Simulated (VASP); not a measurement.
A run of VASP 6.6.1 is set up as follows.

File POSCAR:

```
CdF2
1.0
    0.0000000000      2.7484643900      2.7484643900
    2.7484643900      0.0000000000      2.7484643900
    2.7484643900      2.7484643900      0.0000000000
Cd F
1 2
Direct
    0.0000000000      0.0000000000      0.0000000000
    0.2500000000      0.2500000000      0.2500000000
    0.7500000000      0.7500000000      0.7500000000
```

INCAR.step1

```
  PREC = Accurate
  ENCUT = 520
  ISMEAR = -1
  SIGMA = 0.02
  LREAL = False
  LASPH = True
  NELM = 80
  NBANDS = 20
  GGA = PE
  ALGO = Normal
  EDIFF = 1E-4
  LWAVE = True
  LCHARG = False
```

Contents of INCAR.step2:

```
  PREC = Accurate
  ENCUT = 520
  EDIFF = 1E-6
  ISMEAR = -1
  SIGMA = 0.02
  LREAL = False
  LASPH = True
  NELM = 80
  ALGO = Normal
  ISIF = 2
  LWAVE = False
  LCHARG = False
  METAGGA = R2SCAN
  LMIXTAU = True
  NBANDS = 20
  ISTART = 1
```

KPOINTS

```
regular mesh
0
Gamma
  10 10 10
```

Potentials or basis: VASP PAW PBE potentials, release 64 (Cd, F).

Command:

```sh
$ cat potpaw_PBE.64/Cd/POTCAR potpaw_PBE.64/F/POTCAR > POTCAR
$ cp INCAR.step1 INCAR
$ mpirun -np 1 vasp_std > vasp.out
$ cp INCAR.step2 INCAR
$ mpirun -np 1 vasp_std > vasp.out
```

**Question.** Estimate the band gap on the k mesh.

**Answer.** 3.54 eV (least direct gap 4.11 eV).

**Question.** What does it give for the pressure?

**Answer.** -5.2 GPa.

Caveat: the cell stands under tension; the PAW data sets were made with another functional, which shifts forces and pressure a little. A k mesh can miss the band edges.
